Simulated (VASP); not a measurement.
Crystal: InSb.

```xyz
4
Lattice="5.0296 0.0000 0.0000 -2.5148 4.3557 0.0000 0.0000 0.0000 6.2058" Properties=species:S:1:pos:R:3 pbc="T T T"
In    0.0000    2.9038    1.5514
In    2.5148    1.4519    4.6543
Sb    2.5148    1.4519    1.5514
Sb    0.0000    2.9038    4.6543
```

Base run:

```yaml
Program: VASP 6.6.1
Functional: r2SCAN
Potentials_or_basis: VASP PAW PBE potentials, release 64 (In_d, Sb)
Cutoff: 520 eV
k_mesh: 6 × 6 × 4
Occupations: fermi-dirac, width 0.02 eV
Spin: no spin polarisation
```

Its results: band gap on the k mesh zero (bands 18 and 19 overlap by 1.10 eV); pressure 0.2 GPa.

Q: The run is repeated on the same cell with these changes: functional from r2SCAN to PBE. What comes out?

A: Band gap on the k mesh zero (bands 18 and 19 overlap by 1.14 eV); pressure 1.3 GPa.

Caveats: spin-orbit coupling is left out, which moves the levels of the heavy elements; the PAW data sets were made with another functional, which shifts forces and pressure a little (at least some runs).
